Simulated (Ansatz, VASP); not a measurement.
**One calculation of Cr, two programs**

INCAR

```
ALGO = Normal
EDIFF = 1E-6
ENCUT = 520
GGA = RE
ISIF = 2
ISMEAR = -1
LASPH = T
LCHARG = F
LREAL = F
LWAVE = F
NBANDS = 19
NELM = 80
PREC = Accurate
SIGMA = 0.1
```

Contents of KPOINTS:

```
k-points
0
Gamma
  16 16 8
```

File POSCAR:

```
Cr
1.0
    2.4334545953      0.0000000000      0.0000000000
   -1.2167272977      2.1074334985      0.0000000000
    0.0000000000      0.0000000000      4.3463957188
Cr
2
Direct
    0.3333333333      0.6666666667      0.2500000000
    0.6666666667      0.3333333333      0.7500000000
```

Input for Ansatz:

```yaml
crystal:
  lattice:
    - [2.4334545953, 0.0, 0.0]
    - [-1.2167272977, 2.1074334985, 0.0]
    - [0.0, 0.0, 4.3463957188]
  atoms:
    - { symbol: Cr, position: [0.3333333333, 0.6666666667, 0.25] }
    - { symbol: Cr, position: [0.6666666667, 0.3333333333, 0.75] }
hamiltonian:
  xc: revpbe
  pseudopotentials:
    kind: paw
    azcp:
      Cr: "pseudopotentials/Cr.paw.azcp"
basis:
  ecutwfc: 420
  fft_grid_basis: typed
kpoints:
  mp_grid: { grid: [16, 16, 8], shift: [0, 0, 0] }
magnetization:
  spin_polarized: false
scf:
  occupations: { method: fermi_dirac, width: 0.1 }
  lower_state_search: "off"
output:
  stress: true
  write_density: true
  write_potential: true
  elf: true
  volumetric_format: npy
```

Alike in both runs: task single point; functional revPBE; k mesh 16 × 16 × 8; occupations fermi-dirac, width 0.1 eV; no spin polarisation.

|  | VASP | Ansatz |
| --- | --- | --- |
| version | VASP 6.6.1 | Ansatz 0.2.0 |
| potentials or method | VASP PAW PBE potentials, release 64 (Cr_pv), cutoff 520 eV | plane waves (420 eV) with PAW, scalar-relativistic |
| valence electrons in the cell | 24 | 28 |

```csv
,VASP,Ansatz,Ansatz less VASP
pressure (GPa),21.9,22.3,+0.47
"traceless stress, the component that is largest in VASP (GPa)",-1.46,-1.54,-0.081
```

VASP's potentials were made for PBE, not for revPBE. VASP's potentials hold 24 valence electrons a cell and Ansatz's 28, so a difference there can come from the potentials and not from the codes.
